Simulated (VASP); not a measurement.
Input of a VASP 6.6.1 run:

File INCAR:

```
SYSTEM = BaErB4
  PREC = Accurate
  ENCUT = 500
  EDIFF = 1E-6
  ISMEAR = 0
  SIGMA = 0.1
  LREAL = .False.
  LASPH = .True.
  NELM = 200
  ALGO = Normal
  ISIF = 2
  LWAVE = .False.
  LCHARG = .False.
  GGA = PE
  NBANDS = 24
  GGA_COMPAT = .False.
  LMAXMIX = 6
```

File KPOINTS:

```
regular mesh
0
Gamma
  8 8 8
  0 0 0
```

The input POSCAR:

```
BaErB4
1.0
    5.7938740461      0.0000000000      0.0000000000
    0.0000000000      5.7938740461      0.0000000000
    0.0000000000      0.0000000000      4.5880457221
Ba Er B
1 1 4
Direct
    0.5000000000      0.5000000000      0.5000000000
    0.0000000000      0.0000000000      0.0000000000
    0.1442135429      0.1442135429      0.5000000000
    0.8557864571      0.8557864571      0.5000000000
    0.1442135429      0.8557864571      0.5000000000
    0.8557864571      0.1442135429      0.5000000000
```

Potentials or basis: VASP PAW PBE potentials, release 64 (Ba_sv, Er_3, B), 4f in core.

Command:

```sh
$ cat potpaw_PBE.64/Ba_sv/POTCAR potpaw_PBE.64/Er_3/POTCAR potpaw_PBE.64/B/POTCAR > POTCAR
$ mpirun -np 1 vasp_std > vasp.out
```

Q: Predict the band gap on the k mesh.

A: Zero (an odd number of electrons rules out a gap without spin polarisation).

Q: Estimate the pressure.

A: 0.3 GPa.

Q: What does it give for the largest force?

A: 0.013 eV/Å.

Forces in eV/Å, atoms in the order of the input:
```
Ba   0.000  0.000  0.000
Er   0.000  0.000  0.000
B   -0.009 -0.009  0.000
B    0.009  0.009  0.000
B   -0.009  0.009  0.000
B    0.009 -0.009  0.000
```

Caveat: spin-orbit coupling is left out, which moves the levels of the heavy elements; the 4f electrons are frozen in the core, so they carry no moment and show no levels. Spin polarisation is off, so any magnetic state and its effect on volume and gap are missing.
